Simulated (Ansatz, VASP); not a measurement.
One calculation of Hg, two programs

```
Hg
1.0
     1.76393    1.01841    2.27782
    -1.76393    1.01841    2.27782
     0.00000   -2.03681    2.27782
Hg
1
Cartesian
  0.0000 0.0000 0.0000
```

Change from the starting cell: volume scaled by 1.06.

Alike in both runs: task single point; functional LDA; k mesh 12 × 12 × 12; occupations fermi-dirac, width 0.03 eV; no spin polarisation.

|  | VASP | Ansatz |
| --- | --- | --- |
| version | VASP 6.6.1 | Ansatz 0.2.0 |
| potentials or method | VASP PAW LDA potentials, release 64 (Hg), cutoff 520 eV | all-electron LAPW, scalar-relativistic |

```tsv
	VASP	Ansatz	Ansatz less VASP
pressure (GPa)	-3.2	-3.6	-0.41
traceless stress, the component that is largest in VASP (GPa)	-1.38	-1.60	-0.226
```

LDA's correlation is that of Perdew and Zunger in VASP and of Perdew and Wang (1992) in Ansatz. Ansatz ran all-electron here, and VASP with PAW potentials.

Spin-orbit coupling is off throughout.
